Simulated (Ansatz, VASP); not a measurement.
# Two plane-wave programs on WS2

```
W S
1.0
     3.14578    0.00000    0.00000
    -1.57289    2.72432    0.00000
     0.00000    0.00000   16.95342
W S
1 2
Direct
  0.31623 0.71339 0.00000
  0.66667 0.33333 0.90758
  0.66667 0.33333 0.09242
```

Alike in both runs: task single point; functional PBEsol; k mesh 12 × 12 × 2; occupations gaussian, width 0.05 eV; no spin polarisation.

|  | VASP | Ansatz |
| --- | --- | --- |
| version | VASP 6.6.1 | Ansatz 0.2.0 |
| potentials or method | VASP PAW PBE potentials, release 64 (W_sv, S), cutoff 520 eV | scalar-relativistic, plane waves, PAW |
| valence electrons in the cell | 26 | 26 |

|  | VASP | Ansatz | Ansatz less VASP |
| --- | --- | --- | --- |
| gap on the k mesh at the Fermi level (eV) | 1.77 | 1.77 | 0.000 |
| least direct gap on the mesh (eV) | 1.91 | 1.90 | -0.005 |
| rms of the force components (eV/Å) | 1.546 | 1.543 | -0.0030 |

VASP's potentials were made for PBE, not for PBEsol. Atom by atom the forces differ by 0.010 eV/Å (rms over components). The functional is the same, so the differences come from potentials, cutoffs and numerics.

Spin-orbit coupling is off throughout.
